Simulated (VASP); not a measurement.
# Rh in VASP: relaxation of the atoms with PBE

Aim: the relaxation of the atoms of Rh with PBE.

Program: VASP 6.6.1. These are calculated values, not measurements. Logs are shortened: lines on timing, memory, paths and dates and some standing lists are left out, and cuts for length are marked.

**1. The cell of the first run**

The cell holds a slab with vacuum, 3 atoms: a = 2.709 Å, b = 2.709 Å, c = 19.830 Å, α = 90.00°, β = 90.00°, γ = 90.00°.

**2. Relaxation of the atoms, PBE**

INCAR reads:

```
SYSTEM = Rh
PREC = Accurate
ENCUT = 450
EDIFF = 1E-7
ISMEAR = -1
SIGMA = 0.05
LREAL = .False.
LASPH = .True.
NELM = 120
ALGO = Normal
ISIF = 2
LWAVE = .False.
LCHARG = .False.
LDIPOL = .True.
IDIPOL = 3
DIPOL = 0.5 0.5 0.500
GGA = PE
IBRION = 2
NSW = 32
EDIFFG = -0.01
GGA_COMPAT = .False.
NELMIN = 4
NELMDL = -8
```

KPOINTS reads:

```
regular mesh
0
Gamma
  13 13 1
  0 0 0
```

POSCAR reads:

```
Rh
1.0
    2.7085099833      0.0000000000      0.0000000000
    0.0000000000      2.7085099833      0.0000000000
    0.0000000000      0.0000000000     19.8304000000
Rh
3
Direct
    0.0000000000      0.0000000000      0.4072414054
    0.5000000000      0.5000000000      0.4999999980
    0.0000000000      0.0000000000      0.5927585965
```

Potentials or basis: VASP PAW PBE potentials, release 64 (Rh_pv).

Started as:

```
$ cat potpaw_PBE.64/Rh_pv/POTCAR > POTCAR
$ mpirun -np 1 vasp_std > vasp.out
```

OUTCAR:

```text
SYSTEM = Rh
   PREC = Accurate
   ENCUT = 450
   EDIFF = 1E-7
   ISMEAR = -1
   LREAL = .False.
   LASPH = .True.
   NELM = 120
   ISIF = 2
   GGA = PE
   IBRION = 2
   NSW = 32
   EDIFFG = -0.01
   NELMIN = 4
   NELMDL = -8

 ion  position               nearest neighbor table
   1  0.000  0.000  0.407-   2 2.66   2 2.66   2 2.66   2 2.66
   2  0.500  0.500  0.500-   1 2.66   1 2.66   1 2.66   1 2.66   3 2.66   3 2.66   3 2.66   3 2.66

   3  0.000  0.000  0.593-   2 2.66   2 2.66   2 2.66   2 2.66

  LATTYP: Found a simple tetragonal cell.
 ALAT       =     2.7085099833
 C/A-ratio  =     7.3215163032

  Lattice vectors:

 A1 = (   2.7085099833,   0.0000000000,   0.0000000000)
 A2 = (   0.0000000000,   2.7085099833,   0.0000000000)
 A3 = (   0.0000000000,   0.0000000000,  19.8304000000)

Analysis of symmetry for initial positions (statically):
=====================================================================
 Subroutine PRICEL returns:
 Original cell was already a primitive cell.

 Routine SETGRP: Setting up the symmetry group for a
 simple tetragonal supercell.

 Subroutine GETGRP returns: Found 16 space group operations
 (whereof 16 operations were pure point group operations)
 out of a pool of 16 trial point group operations.

The static configuration has the point symmetry D_4h.

Analysis of symmetry for dynamics (positions and initial velocities):
=====================================================================
 Subroutine PRICEL returns:
 Original cell was already a primitive cell.

 Routine SETGRP: Setting up the symmetry group for a
 simple tetragonal supercell.

 Subroutine GETGRP returns: Found 16 space group operations
 (whereof 16 operations were pure point group operations)
 out of a pool of 16 trial point group operations.

The dynamic configuration has the point symmetry D_4h.

 Subroutine INISYM returns: Found 16 space group operations
 (whereof 16 operations are pure point group operations),
 and found     1 'primitive' translations

----------------------------------------------------------------------------------------

                                     Primitive cell

  volume of cell :     145.4763

  direct lattice vectors                    reciprocal lattice vectors
     2.708509983  0.000000000  0.000000000     0.369206688  0.000000000  0.000000000
     0.000000000  2.708509983  0.000000000     0.000000000  0.369206688  0.000000000
     0.000000000  0.000000000 19.830400000     0.000000000  0.000000000  0.050427626

  length of vectors
     2.708509983  2.708509983 19.830400000     0.369206688  0.369206688  0.050427626

  position of ions in fractional coordinates (direct lattice)
     0.000000000  0.000000000  0.407241405
     0.500000000  0.500000000  0.499999998
     0.000000000  0.000000000  0.592758596

  ion indices of the primitive-cell ions
   primitive index   ion index
                 1           1
                 2           2
                 3           3

----------------------------------------------------------------------------------------

 KPOINTS: regular mesh

Automatic generation of k-mesh.
 Grid dimensions read from file:
 generate k-points for:   13   13    1

 Generating k-lattice:

  Cartesian coordinates                     Fractional coordinates (reciprocal lattice)
     0.028400514  0.000000000  0.000000000     0.076923077  0.000000000  0.000000000
     0.000000000  0.028400514  0.000000000     0.000000000  0.076923077  0.000000000
     0.000000000  0.000000000  0.050427626     0.000000000  0.000000000  1.000000000

  Length of vectors
     0.028400514  0.028400514  0.050427626

  Shift w.r.t. Gamma in fractional coordinates (k-lattice)
     0.000000000  0.000000000  0.000000000

 Subroutine IBZKPT returns following result:
 ===========================================

 Found     28 irreducible k-points:

 Following reciprocal coordinates:
            Coordinates               Weight
  0.000000  0.000000  0.000000      1.000000
  0.076923  0.000000  0.000000      4.000000
  0.153846  0.000000  0.000000      4.000000
  0.230769  0.000000  0.000000      4.000000
  0.307692  0.000000  0.000000      4.000000
  0.384615  0.000000  0.000000      4.000000
[... 16 lines left out ...]
  0.307692  0.307692  0.000000      4.000000
  0.384615  0.307692  0.000000      8.000000
 [... further k-points ...]
   k-points           NKPTS =     28   k-points in BZ     NKDIM =     28   number of bands    NBANDS=     27
   number of dos      NEDOS =    301   number of ions     NIONS =      3
   total plane-waves  NPLWV =  56000
   dimension x,y,z NGX =    20 NGY =   20 NGZ =  140
   dimension x,y,z NGXF=    40 NGYF=   40 NGZF=  280
   ions per type =               3
   NGX,Y,Z   is equivalent  to a cutoff of  12.28, 12.28, 11.74 a.u.
   NGXF,Y,Z  is equivalent  to a cutoff of  24.55, 24.55, 23.47 a.u.
 SYSTEM =  Rh
   PREC   = accura    normal or accurate (medium, high low for compatibility)
   ISTART =      0    job   : 0-new  1-cont  2-samecut
   ICHARG =      2    charge: 1-file 2-atom 10-const
   ISPIN  =      1    spin polarized calculation?
   LNONCOLLINEAR =      F non collinear calculations
   LSORBIT =      F    spin-orbit coupling
   LASPH  =      T    aspherical Exc in radial PAW
   ENCUT  =  450.0 eV  33.07 Ry    5.75 a.u.   4.68  4.68 34.30*2*pi/ulx,y,z
   NELM   =    120;   NELMIN=  4; NELMDL= -8     # of ELM steps
   EDIFF  = 0.1E-06   stopping-criterion for ELM
   LREAL  =      F    real-space projection
   EDIFFG = -.1E-01   stopping-criterion for IOM
   NSW    =     32    number of steps for IOM
   IBRION =      2    ionic relax: 0-MD 1-quasi-New 2-CG
   NFREE  =      1    steps in history (QN), initial steepest desc. (CG)
   ISIF   =      2    stress and relaxation
   ISYM   =      2    0-nonsym 1-usesym 2-fastsym
   POTIM  = 0.5000    time-step for ionic-motion
   TEBEG  =    0.0;   TEEND  =   0.0 temperature during run
   PSTRESS=    0.0 pullay stress
   NELECT =      45.0000    total number of electrons
   NUPDOWN=      -1.0000    fix difference up-down
   EMIN   =  10.00;   EMAX   =-10.00  energy-range for DOS
   EFERMI =   0.00;   METHOD = LEGACY
   ISMEAR =    -1;   SIGMA  =   0.05  broadening in eV -4-tet -1-fermi 0-gaus
   EFERMI_NEDOS =   21; number of points for ismear=-14 and -15
   IALGO  =     38    algorithm
   IMIX   =      4    mixing-type and parameters
     AMIX     =   0.40;   BMIX     =  1.00
     AMIX_MAG =   1.60;   BMIX_MAG =  1.00
  volume/ion in A,a.u.               =      48.49       327.24
  Fermi-wavevector in a.u.,A,eV,Ry     =   1.107171  2.092251 16.678411  1.225829
  Thomas-Fermi vector in A             =   2.243682
   LORBIT       =      0    0 simple, 1 ext, 2 COOP (PROOUT), +10 PAW based schemes
   GGA     = PE    functional components
   LHFCALC =     F    Hartree Fock is set to
   AEXX    =    0.0000 exact exchange contribution
   IVDW    =     0    specifies the selected vdW correction
   LEPSILON=     F    determine dielectric tensor
   LRPA    =     F    only Hartree local field effects (RPA)
 conjugate gradient relaxation of ions
 non-spin polarized calculation
  energy-cutoff  :      450.00
  volume of cell :      145.48
 maximum number of plane-waves:      3209
 NGX is ok and might be reduce to    20
   NGX =  9   NGY =  9   NGZ = 69

 dipolmoment           0.000000      0.000000     -0.000000 electrons x Angstroem

 number of electron      45.0000003 magnetization

 dipolmoment           0.000000      0.000000      0.000000 electrons x Angstroem

 Free energy of the ion-electron system (eV)
  ---------------------------------------------------
  ext. energy  EPLUGINS =         0.00000000
  ---------------------------------------------------
  free energy    TOTEN  =       -19.66714612 eV

  energy without entropy =      -19.62819132  energy(sigma->0) =      -19.64766872

 E-fermi :  -0.1264     XC(G=0):  -4.9749

 val. band max:       -0.1376634915   @ k =   0.4615   0.4615   0.0000
 cond. band min:      -0.0946403232   @ k =   0.0769   0.0000   0.0000
 fundamental gap:      0.0430231682
 Fermi energy:        -0.1264261895

 k-point     1 :       0.0000    0.0000    0.0000
  band No.  band energies     occupation
      1     -46.9919      2.00000
      2     -46.7818      2.00000
      3     -46.7818      2.00000
      4     -46.2020      2.00000
      5     -46.1110      2.00000
      6     -46.1110      2.00000
[... 19 lines left out ...]
     26       0.5325      0.00000
     27       0.5325      0.00000

 k-point     2 :       0.0769    0.0000    0.0000
  band No.  band energies     occupation
      1     -46.9888      2.00000
      2     -46.8071      2.00000
      3     -46.7790      2.00000
      4     -46.1957      2.00000
      5     -46.1386      2.00000
      6     -46.1120      2.00000
[... 19 lines left out ...]
     26       0.6104      0.00000
     27       0.6392      0.00000

 k-point     3 :       0.1538    0.0000    0.0000
  band No.  band energies     occupation
      1     -46.9814      2.00000
      2     -46.8747      2.00000
      3     -46.7711      2.00000
      4     -46.1939      2.00000
      5     -46.1888      2.00000
      6     -46.1564      2.00000
[... 19 lines left out ...]
     26       0.6813      0.00000
     27       1.3410      0.00000

 k-point     4 :       0.2308    0.0000    0.0000
  band No.  band energies     occupation
      1     -46.9740      2.00000
      2     -46.9657      2.00000
      3     -46.7600      2.00000
      4     -46.2655      2.00000
      5     -46.2491      2.00000
      6     -46.1479      2.00000
[... 19 lines left out ...]
     26       0.6559      0.00000
     27       2.1226      0.00000
[... 516 lines left out ...]
      4     -46.4206      2.00000
      5     -46.3825      2.00000
      6     -46.2365      2.00000
[... 19 lines left out ...]
     26       4.3823      0.00000
     27       4.7755      0.00000

 k-point    23 :       0.3077    0.3077    0.0000
  band No.  band energies     occupation
      1     -47.0248      2.00000
      2     -47.0162      2.00000
      3     -46.9096      2.00000
      4     -46.3299      2.00000
      5     -46.3256      2.00000
      6     -46.2933      2.00000
[... 19 lines left out ...]
     26       3.0044      0.00000
     27       5.5855      0.00000

 k-point    24 :       0.3846    0.3077    0.0000
  band No.  band energies     occupation
      1     -47.0941      2.00000
      2     -47.0124      2.00000
      3     -46.8945      2.00000
      4     -46.3727      2.00000
      5     -46.3720      2.00000
      6     -46.3119      2.00000
[... 19 lines left out ...]
     26       4.1262      0.00000
     27       6.5647      0.00000

 [... further k-points ...]

------------------------ aborting loop because EDIFF is reached ----------------------------------------

 vacuum level on the upper side and lower side of the slab       (xc-potential included)        -0.063        -0.063

  FORCE on cell =-STRESS in cart. coord.  units (eV):
  Direction    XX          YY          ZZ          XY          YZ          ZX
  --------------------------------------------------------------------------------------
  -------------------------------------------------------------------------------------
  Total       -2.0676639     -2.0676639     -0.0836016      0.0000000      0.0000000      0.0000000
  in kB      -22.7718425    -22.7718425     -0.9207315      0.0000000      0.0000000      0.0000000
  external PRESSURE =     -15.4881388 kB  Pullay stress =       0.0000000 kB

 VOLUME and BASIS-vectors are now :
 -----------------------------------------------------------------------------
  energy-cutoff  :      450.00
  volume of cell :      145.48
      direct lattice vectors                 reciprocal lattice vectors
     2.708509983  0.000000000  0.000000000     0.369206688  0.000000000  0.000000000
     0.000000000  2.708509983  0.000000000     0.000000000  0.369206688  0.000000000
     0.000000000  0.000000000 19.830400000     0.000000000  0.000000000  0.050427626

 POSITION                                       TOTAL-FORCE (eV/Angst)
 -----------------------------------------------------------------------------------
      0.00000      0.00000      8.07576         0.000000      0.000000      0.004676
      1.35425      1.35425      9.91520         0.000000      0.000000      0.000000
      0.00000      0.00000     11.75464         0.000000      0.000000     -0.004676
 -----------------------------------------------------------------------------------
    total drift:                                0.000000     -0.000000      0.000011

  FREE ENERGIE OF THE ION-ELECTRON SYSTEM (eV)
  ---------------------------------------------------
  free  energy   TOTEN  =       -19.6671461186 eV

  energy  without entropy=      -19.6281913209  energy(sigma->0) =      -19.64766872

 reached required accuracy - stopping structural energy minimisation

 vacuum level on the upper side and lower side of the slab         4.724         4.724
```

It took 1.8 min on 1 thread of AMD EPYC 7R13 (Zen 3), shared host; peak memory 0.22 GiB.

Results:

```yaml
Free_energy: -19.6671 eV
Largest_force_after_relaxing: 0.005 eV/Å
Band_gap_on_the_k_mesh: zero (an odd number of electrons rules out a gap without spin polarisation)
```

Forces in eV/Å, atoms in the order of the input:
```
Rh   0.000  0.000  0.005
Rh   0.000  0.000  0.000
Rh   0.000  0.000 -0.005
```

Final structure:
```
Rh
1.0
     2.70851    0.00000    0.00000
     0.00000    2.70851    0.00000
     0.00000    0.00000   19.83040
Rh
3
Direct
  0.00000 0.00000 0.40724
  0.50000 0.50000 0.50000
  0.00000 0.00000 0.59276
```

Caveat: the relaxation stopped at its first step, so nothing moved.
